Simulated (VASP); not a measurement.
Write the native input for VASP 6.6.1 that does the following.

- Task: single point
- Functional: PBE
- Potentials or basis: VASP PAW PBE potentials, release 64 (Ba_sv)
- Cutoff: 520 eV
- k mesh: 23 × 23 × 23
- Occupations: methfessel-paxton, width 0.1 eV
- Spin: no spin polarisation
- Dipole correction: no
- Further INCAR settings: ALGO = Normal; EDIFF = 1e-06; NBANDS = 11

The structure of Ba lies in POSCAR:

```
Ba
1.0
   -2.5100000000      2.5100000000      2.5100000000
    2.5100000000     -2.5100000000      2.5100000000
    2.5100000000      2.5100000000     -2.5100000000
Ba
1
Direct
    0.0000000000      0.0000000000      0.0000000000
```

These files were run (other wordings do the same):

INCAR

```
SYSTEM = Ba
PREC = Accurate
ENCUT = 520
EDIFF = 1E-6
ISMEAR = 1
SIGMA = 0.1
LREAL = .FALSE.
LASPH = .TRUE.
NELM = 80
ALGO = Normal
ISIF = 2
LWAVE = .FALSE.
LCHARG = .TRUE.
GGA = PE
LELF = .TRUE.
LVHAR = .TRUE.
NBANDS = 11
```

KPOINTS

```
Automatic mesh
0
G
  23 23 23
  0 0 0
```

Potentials or basis: VASP PAW PBE potentials, release 64 (Ba_sv).

Launch:

```console
$ cat potpaw_PBE.64/Ba_sv/POTCAR > POTCAR
$ mpirun -np 1 vasp_std > vasp.out
```

Results of the run:

| Property | Result |
| --- | --- |
| Pressure | 0.0 GPa |
| Band gap on the k mesh | zero (bands 5 and 6 overlap by 0.99 eV) |

Caveat: spin-orbit coupling is left out, which moves the levels of the heavy elements.

Wall time 120 s on 1 thread of Intel(R) Xeon(R) Platinum 8259CL CPU @ 2.50GHz (Skylake/Cascade Lake) (shared host), peak memory 0.37 GiB.
